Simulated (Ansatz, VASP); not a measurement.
# One calculation of Cu, two programs

Contents of INCAR:

```
PREC = Accurate
ENCUT = 520
EDIFF = 1E-6
ISMEAR = 0
SIGMA = 0.15
LREAL = False
LASPH = True
NELM = 100
ALGO = Fast
ISIF = 2
LWAVE = False
LCHARG = False
GGA = PS
NBANDS = 18
```

Contents of KPOINTS:

```
Automatic mesh
0
Gamma
  24 24 12
```

POSCAR

```
Cu
1.0
    2.7368244034      0.0000000000      0.0000000000
   -1.3684122017      2.3701594590      0.0000000000
    0.0000000000      0.0000000000      4.2770738400
Cu
2
Direct
    0.3333333333      0.6666666667      0.2500000000
    0.6666666667      0.3333333333      0.7500000000
```

Input for Ansatz:

```yaml
crystal:
  lattice:
    - [2.7368244034, 0.0, 0.0]
    - [-1.3684122017, 2.370159459, 0.0]
    - [0.0, 0.0, 4.27707384]
  atoms:
    - { symbol: Cu, position: [0.3333333333, 0.6666666667, 0.25] }
    - { symbol: Cu, position: [0.6666666667, 0.3333333333, 0.75] }
basis:
  ecutwfc: 420
kpoints:
  mp_grid: { grid: [24, 24, 12] }
hamiltonian:
  xc: pbesol
scf:
  occupations: { method: gaussian, width: 0.15 }
output:
  forces: true
  stress: true
  eigenvalues: true
  write_density: true
  write_potential: true
  elf: true
  volumetric_format: npy
```

Change from the starting cell: strain +0.080 along x and y, +0.040 along z, atoms carried along.

Alike in both runs: task single point; functional PBEsol; k mesh 24 × 24 × 12; occupations gaussian, width 0.15 eV; no spin polarisation.

|  | VASP | Ansatz |
| --- | --- | --- |
| version | VASP 6.6.1 | Ansatz 0.2.0 |
| potentials or method | VASP PAW PBE potentials, release 64 (Cu), cutoff 520 eV | scalar-relativistic, plane waves, PAW |
| valence electrons in the cell | 22 | 38 |

```tsv
	VASP	Ansatz	Ansatz less VASP
gap on the k mesh at the Fermi level (eV)	none	none	-
pressure (GPa)	-19.6	-20.1	-0.46
traceless stress, the component that is largest in VASP (GPa)	2.64	2.67	+0.030
```

VASP's potentials were made for PBE, not for PBEsol. A gap of «none» marks a metal or a gap that the smearing closes. VASP's potentials hold 22 valence electrons a cell and Ansatz's 38, so a difference there can come from the potentials and not from the codes.
